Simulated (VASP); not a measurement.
# Ba7F16 (a cell with a defect) in VASP: electric field gradients with PBE

Aim: the electric field gradients of Ba7F16 (a cell with a defect) with PBE.

All numbers are computed with VASP 6.6.1; they aren't measurements. Logs are shortened: lines on timing, memory, paths and dates and some standing lists are left out, and cuts for length are marked.

### Step 1. The cell of the first run

The cell holds a defect, 23 atoms: a = 8.805 Å, b = 8.805 Å, c = 8.805 Å, α = 60.00°, β = 60.00°, γ = 60.00°.

### Step 2. Electric field gradients, PBE (atoms taken out)

File INCAR:

```
SYSTEM = Ba7F16
ALGO = Normal
EDIFF = 1E-8
ENCUT = 520
GGA = PE
GGA_COMPAT = .FALSE.
ISIF = 2
ISMEAR = -1
LASPH = .TRUE.
LCHARG = .FALSE.
LEFG = .TRUE.
LREAL = .FALSE.
LWAVE = .FALSE.
NBANDS = 108
NELECT = 184.0
NELM = 120
PREC = Accurate
SIGMA = 0.01
```

File KPOINTS:

```
k-points
0
G
  3 3 3
  0 0 0
```

File POSCAR:

```
Ba7F16
1.0
    0.0000000000      6.2257308170      6.2257308170
    6.2257308170      0.0000000000      6.2257308170
    6.2257308170      6.2257308170      0.0000000000
Ba F
7 16
Direct
    0.0000000000      0.0000000000      0.5000000000
    0.0000000000      0.5000000000      0.0000000000
    0.0000000000      0.5000000000      0.5000000000
    0.5000000000      0.0000000000      0.0000000000
    0.5000000000      0.0000000000      0.5000000000
    0.5000000000      0.5000000000      0.0000000000
    0.5000000000      0.5000000000      0.5000000000
    0.1250000000      0.1250000000      0.1250000000
    0.1250000000      0.1250000000      0.6250000000
    0.1250000000      0.6250000000      0.1250000000
    0.1250000000      0.6250000000      0.6250000000
    0.6250000000      0.1250000000      0.1250000000
    0.6250000000      0.1250000000      0.6250000000
    0.6250000000      0.6250000000      0.1250000000
    0.6250000000      0.6250000000      0.6250000000
    0.3750000000      0.3750000000      0.3750000000
    0.3750000000      0.3750000000      0.8750000000
    0.3750000000      0.8750000000      0.3750000000
    0.3750000000      0.8750000000      0.8750000000
    0.8750000000      0.3750000000      0.3750000000
    0.8750000000      0.3750000000      0.8750000000
    0.8750000000      0.8750000000      0.3750000000
    0.8750000000      0.8750000000      0.8750000000
```

Potentials or basis: VASP PAW PBE potentials, release 64 (Ba_sv, F).

Run with:

```
$ cat potpaw_PBE.64/Ba_sv/POTCAR potpaw_PBE.64/F/POTCAR > POTCAR
$ mpirun -np 1 vasp_std > vasp.out
```

OUTCAR:

```text
SYSTEM = Ba7F16
   EDIFF = 1E-8
   ENCUT = 520
   GGA = PE
   ISIF = 2
   ISMEAR = -1
   LASPH = .TRUE.
   LREAL = .FALSE.
   NELECT = 184.0
   NELM = 120
   PREC = Accurate

 ion  position               nearest neighbor table
   1  0.000  0.000  0.500-   8 2.70   9 2.70  11 2.70  13 2.70  18 2.70  20 2.70  22 2.70  23 2.70
                             3 4.40   5 4.40   2 4.40   4 4.40   2 4.40   3 4.40   7 4.40   4 4.40
   2  0.000  0.500  0.000-   8 2.70  10 2.70  11 2.70  14 2.70  17 2.70  20 2.70  21 2.70  23 2.70
                             3 4.40   6 4.40   1 4.40   3 4.40   7 4.40   1 4.40   4 4.40   4 4.40
   3  0.000  0.500  0.500-   9 2.70  10 2.70  11 2.70  15 2.70  16 2.70  20 2.70  21 2.70  22 2.70
                             7 4.40   1 4.40   2 4.40   2 4.40   6 4.40   1 4.40   5 4.40   5 4.40
   4  0.500  0.000  0.000-   8 2.70  12 2.70  13 2.70  14 2.70  17 2.70  18 2.70  19 2.70  23 2.70
                             5 4.40   6 4.40   1 4.40   5 4.40   7 4.40   2 4.40   6 4.40   7 4.40
   5  0.500  0.000  0.500-   9 2.70  12 2.70  13 2.70  15 2.70  16 2.70  18 2.70  19 2.70  22 2.70
                             7 4.40   1 4.40   4 4.40   4 4.40   6 4.40   3 4.40   6 4.40   7 4.40
   6  0.500  0.500  0.000-  10 2.70  12 2.70  14 2.70  15 2.70  16 2.70  17 2.70  19 2.70  21 2.70
                             7 4.40   2 4.40   4 4.40   3 4.40   5 4.40   7 4.40   4 4.40   5 4.40
   7  0.500  0.500  0.500-  11 2.70  13 2.70  14 2.70  15 2.70  16 2.70  17 2.70  18 2.70  20 2.70
                             6 4.40   3 4.40   5 4.40   2 4.40   4 4.40   6 4.40   1 4.40   4 4.40
   8  0.125  0.125  0.125-   1 2.70   2 2.70   4 2.70
   9  0.125  0.125  0.625-   1 2.70   3 2.70   5 2.70
  10  0.125  0.625  0.125-   2 2.70   3 2.70   6 2.70
  11  0.125  0.625  0.625-   1 2.70   2 2.70   3 2.70   7 2.70
  12  0.625  0.125  0.125-   4 2.70   5 2.70   6 2.70
  13  0.625  0.125  0.625-   1 2.70   4 2.70   5 2.70   7 2.70
  14  0.625  0.625  0.125-   2 2.70   4 2.70   6 2.70   7 2.70
  15  0.625  0.625  0.625-   3 2.70   5 2.70   6 2.70   7 2.70
  16  0.375  0.375  0.375-   3 2.70   5 2.70   6 2.70   7 2.70
  17  0.375  0.375  0.875-   2 2.70   4 2.70   6 2.70   7 2.70
  18  0.375  0.875  0.375-   1 2.70   4 2.70   5 2.70   7 2.70
  19  0.375  0.875  0.875-   4 2.70   5 2.70   6 2.70
  20  0.875  0.375  0.375-   1 2.70   2 2.70   3 2.70   7 2.70
  21  0.875  0.375  0.875-   2 2.70   3 2.70   6 2.70
  22  0.875  0.875  0.375-   1 2.70   3 2.70   5 2.70
  23  0.875  0.875  0.875-   1 2.70   2 2.70   4 2.70

  LATTYP: Found a face centered cubic cell.
 ALAT       =    12.4514616340

  Lattice vectors:

 A1 = (   0.0000000000,   6.2257308170,   6.2257308170)
 A2 = (   6.2257308170,   0.0000000000,   6.2257308170)
 A3 = (   6.2257308170,   6.2257308170,   0.0000000000)

Analysis of symmetry for initial positions (statically):
=====================================================================
 Subroutine PRICEL returns:
 Original cell was already a primitive cell.

 Routine SETGRP: Setting up the symmetry group for a
 face centered cubic supercell.

 Subroutine GETGRP returns: Found 48 space group operations
 (whereof 48 operations were pure point group operations)
 out of a pool of 48 trial point group operations.

The static configuration has the point symmetry O_h .

Analysis of symmetry for dynamics (positions and initial velocities):
=====================================================================
 Subroutine PRICEL returns:
 Original cell was already a primitive cell.

 Routine SETGRP: Setting up the symmetry group for a
 face centered cubic supercell.

 Subroutine GETGRP returns: Found 48 space group operations
 (whereof 48 operations were pure point group operations)
 out of a pool of 48 trial point group operations.

The dynamic configuration has the point symmetry O_h .

 Subroutine INISYM returns: Found 48 space group operations
 (whereof 48 operations are pure point group operations),
 and found     1 'primitive' translations

----------------------------------------------------------------------------------------

                                     Primitive cell

  volume of cell :     482.6152

  direct lattice vectors                    reciprocal lattice vectors
     0.000000000  6.225730817  6.225730817    -0.080311857  0.080311857  0.080311857
[... 122 lines left out ...]
   ISMEAR =    -1;   SIGMA  =   0.01  broadening in eV -4-tet -1-fermi 0-gaus
   EFERMI_NEDOS =   21; number of points for ismear=-14 and -15
   IALGO  =     38    algorithm
   IMIX   =      4    mixing-type and parameters
     AMIX     =   0.40;   BMIX     =  1.00
     AMIX_MAG =   1.60;   BMIX_MAG =  1.00
  volume/ion in A,a.u.               =      20.98       141.60
  Fermi-wavevector in a.u.,A,eV,Ry     =   1.187081  2.243258 19.172811  1.409162
  Thomas-Fermi vector in A             =   2.323240
   LORBIT       =      0    0 simple, 1 ext, 2 COOP (PROOUT), +10 PAW based schemes
   GGA     = PE    functional components
   LHFCALC =     F    Hartree Fock is set to
   AEXX    =    0.0000 exact exchange contribution
   IVDW    =     0    specifies the selected vdW correction
   LEPSILON=     F    determine dielectric tensor
   LRPA    =     F    only Hartree local field effects (RPA)
 non-spin polarized calculation
  energy-cutoff  :      520.00
  volume of cell :      482.62
 maximum number of plane-waves:     13027
 NGX is ok and might be reduce to    70
   NGX = 33   NGY = 33   NGZ = 33

 number of electron     184.0000070 magnetization

 Free energy of the ion-electron system (eV)
  ---------------------------------------------------
  ext. energy  EPLUGINS =         0.00000000
  ---------------------------------------------------
  free energy    TOTEN  =      -126.06555165 eV

  energy without entropy =     -126.06555165  energy(sigma->0) =     -126.06555165

 E-fermi :  -1.4716     XC(G=0):  -8.3520

 val. band max:       -1.7643969761   @ k =   0.0000   0.0000   0.0000
 cond. band min:       3.8641535781   @ k =   0.0000   0.0000   0.0000
 fundamental gap:      5.6285505542
 Fermi energy:        -1.4715726986

 k-point     1 :       0.0000    0.0000    0.0000
  band No.  band energies     occupation
      1     -26.6744      2.00000
      2     -25.9948      2.00000
      3     -25.8795      2.00000
      4     -25.8795      2.00000
      5     -25.8795      2.00000
      6     -25.8140      2.00000
[... 417 lines left out ...]
    103       6.2844      0.00000
    104       6.3441      0.00000
 [bands above 104 left out]

------------------------ aborting loop because EDIFF is reached ----------------------------------------

  FORCE on cell =-STRESS in cart. coord.  units (eV):
  Direction    XX          YY          ZZ          XY          YZ          ZX
  --------------------------------------------------------------------------------------
  -------------------------------------------------------------------------------------
  Total        9.6845779      9.6845779      9.6845779     -0.0000000      0.0000000     -0.0000000
  in kB       32.1506878     32.1506878     32.1506878     -0.0000000      0.0000000     -0.0000000
  external PRESSURE =      32.1506878 kB  Pullay stress =       0.0000000 kB

 VOLUME and BASIS-vectors are now :
 -----------------------------------------------------------------------------
  energy-cutoff  :      520.00
  volume of cell :      482.62
      direct lattice vectors                 reciprocal lattice vectors
     0.000000000  6.225730817  6.225730817    -0.080311857  0.080311857  0.080311857
     6.225730817  0.000000000  6.225730817     0.080311857 -0.080311857  0.080311857
     6.225730817  6.225730817  0.000000000     0.080311857  0.080311857 -0.080311857

 POSITION                                       TOTAL-FORCE (eV/Angst)
 -----------------------------------------------------------------------------------
      3.11287      3.11287      0.00000        -0.000000     -0.000000     -0.000000
      3.11287      0.00000      3.11287        -0.000000     -0.000000     -0.000000
      6.22573      3.11287      3.11287        -0.000000     -0.000000     -0.000000
      0.00000      3.11287      3.11287        -0.000000     -0.000000     -0.000000
      3.11287      6.22573      3.11287        -0.000000     -0.000000     -0.000000
      3.11287      3.11287      6.22573        -0.000000     -0.000000     -0.000000
[... 15 lines left out ...]
      7.78216      7.78216     10.89503         0.518670      0.518670     -0.518670
     10.89503     10.89503     10.89503        -0.518670     -0.518670     -0.518670
 -----------------------------------------------------------------------------------
    total drift:                                0.000000      0.000000      0.000000

  FREE ENERGIE OF THE ION-ELECTRON SYSTEM (eV)
  ---------------------------------------------------
  free  energy   TOTEN  =      -126.0655516541 eV

  energy  without entropy=     -126.0655516541  energy(sigma->0) =     -126.06555165

 Electric field gradients (V/A^2)
---------------------------------------------------------------------
 ion       V_xx      V_yy      V_zz      V_xy      V_xz      V_yz
---------------------------------------------------------------------
   1      -4.049    -4.049     8.098   -49.441     0.000     0.000
   2      -4.049     8.098    -4.049     0.000   -49.441     0.000
   3       8.098    -4.049    -4.049     0.000     0.000    49.442
   4       8.098    -4.049    -4.049     0.000     0.000   -49.441
   5      -4.049     8.098    -4.049     0.000    49.442     0.000
   6      -4.049    -4.049     8.098    49.442     0.000     0.000
[... 15 lines left out ...]
  22       0.000     0.000    -0.000    -5.931     5.934     5.934
  23       0.000    -0.000    -0.000    -5.931    -5.931    -5.931
---------------------------------------------------------------------

 Electric field gradients after diagonalization (V/A^2)
 (convention: |V_zz| > |V_xx| > |V_yy|)
----------------------------------------------------------------------
 ion       V_xx      V_yy      V_zz     asymmetry (V_yy - V_xx)/ V_zz
----------------------------------------------------------------------
   1      45.393     8.098   -53.490       0.697
   2      45.393     8.098   -53.490       0.697
   3      45.393     8.098   -53.491       0.697
   4      45.393     8.098   -53.490       0.697
   5      45.393     8.098   -53.491       0.697
   6      45.393     8.098   -53.491       0.697
[... 15 lines left out ...]
  22       5.934     5.931   -11.866       0.000
  23       5.931     5.931   -11.863       0.000
----------------------------------------------------------------------

           NMR quadrupolar parameters

 Cq : quadrupolar parameter    Cq=e*Q*V_zz/h
 eta: asymmetry parameters     (V_yy - V_xx)/ V_zz
 Q  : nuclear electric quadrupole moment in mb (millibarn)
----------------------------------------------------------------------
 ion       Cq(MHz)       eta       Q (mb)
----------------------------------------------------------------------
   1      -0.129       0.697       1.000
   2      -0.129       0.697       1.000
   3      -0.129       0.697       1.000
   4      -0.129       0.697       1.000
   5      -0.129       0.697       1.000
   6      -0.129       0.697       1.000
[... 15 lines left out ...]
  22      -0.029       0.000       1.000
  23      -0.029       0.000       1.000
----------------------------------------------------------------------
```

It took 22 min on 1 thread of Intel Xeon 8259CL, shared host; peak memory 0.76 GiB.

What came out:

```yaml
Free_energy: -126.0656 eV
Largest_force: 0.898 eV/Å
Largest_electric_field_gradient_by_atom: Ba -53.5, -0.0 (each value once); F -11.9, +3.1 (each value once) V/Å²
```

Forces on the atoms (eV/Å):
```
Ba   0.000  0.000  0.000
Ba   0.000  0.000  0.000
Ba   0.000  0.000  0.000
Ba   0.000  0.000  0.000
Ba   0.000  0.000  0.000
Ba   0.000  0.000  0.000
Ba   0.000  0.000  0.000
F    0.519  0.519  0.519
F   -0.519 -0.519  0.519
F   -0.519  0.519 -0.519
F   -0.168  0.168  0.168
F    0.519 -0.519 -0.519
F    0.168 -0.168  0.168
F    0.168  0.168 -0.168
F   -0.168 -0.168 -0.168
F    0.168  0.168  0.168
F   -0.168 -0.168  0.168
F   -0.168  0.168 -0.168
F   -0.519  0.519  0.519
F    0.168 -0.168 -0.168
F    0.519 -0.519  0.519
F    0.519  0.519 -0.519
F   -0.519 -0.519 -0.519
```

Electric field gradients, principal values (V/Å²):
| atom | least | middle | greatest (by size) |
| --- | --- | --- | --- |
| 1 Ba | 8.098 | 45.393 | -53.490 |
| 2 Ba | 8.098 | 45.393 | -53.490 |
| 3 Ba | 8.098 | 45.393 | -53.491 |
| 4 Ba | 8.098 | 45.393 | -53.490 |
| 5 Ba | 8.098 | 45.393 | -53.491 |
| 6 Ba | 8.098 | 45.393 | -53.491 |
| 7 Ba | 0.000 | 0.000 | 0.000 |
| 8 F | 5.931 | 5.931 | -11.863 |
| 9 F | 5.931 | 5.934 | -11.866 |
| 10 F | 5.931 | 5.934 | -11.866 |
| 11 F | -1.548 | -1.551 | 3.098 |
| 12 F | 5.931 | 5.934 | -11.866 |
| 13 F | -1.548 | -1.551 | 3.098 |
| 14 F | -1.548 | -1.551 | 3.098 |
| 15 F | -1.551 | -1.551 | 3.101 |
| 16 F | -1.551 | -1.551 | 3.101 |
| 17 F | -1.548 | -1.551 | 3.098 |
| 18 F | -1.548 | -1.551 | 3.098 |
| 19 F | 5.931 | 5.934 | -11.866 |
| 20 F | -1.548 | -1.551 | 3.098 |
| 21 F | 5.931 | 5.934 | -11.866 |
| 22 F | 5.931 | 5.934 | -11.866 |
| 23 F | 5.931 | 5.931 | -11.863 |

Caveat: the cell carries a net charge on a neutralising background, which shifts energy and pressure; the cell differs from its parent crystal (atoms taken out); the cell is charged against a uniform background, so pressure and absolute levels hang on convention; without QUAD_EFG the Cq values of the log hold for a quadrupole moment of 1 mb, not for the nuclei; spin-orbit coupling is left out, which moves the levels of the heavy elements.
